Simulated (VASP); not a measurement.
TiSi5, 24 atoms in the cell. The cell holds an amorphous packing of atoms, 24 atoms: a = 7.379 Å, b = 7.174 Å, c = 7.314 Å, α = 90.32°, β = 90.42°, γ = 90.12°. 

- Program: VASP 6.6.1
- Task: single point
- Functional: PBE
- Potentials or basis: VASP PAW PBE potentials, release 64 (Si, Ti_sv)
- Cutoff: 520 eV
- k mesh: 1 × 1 × 1, shifted
- Occupations: fermi-dirac, width 0.0862 eV
- Spin: no spin polarisation
- Dipole correction: no
- Further INCAR settings: LREAL = Auto; ALGO = Normal; EDIFF = 1e-06; NBANDS = 82; ISYM = 0

Potentials or basis: VASP PAW PBE potentials, release 64 (Si, Ti_sv).

Command:

```bash
$ cat potpaw_PBE.64/Si/POTCAR potpaw_PBE.64/Ti_sv/POTCAR > POTCAR
$ mpirun -np 1 vasp_std > vasp.out
```

Hardware: 1 thread of Intel(R) Xeon(R) 6975P-C (Granite Rapids), on a shared host.

**Question.** Estimate the wall time of this run.

**Answer.** It took 52 s on 1 thread of Intel(R) Xeon(R) 6975P-C (Granite Rapids), with other jobs on the host, peak memory 0.36 GiB. Counts: scf iterations 18, k points 1.
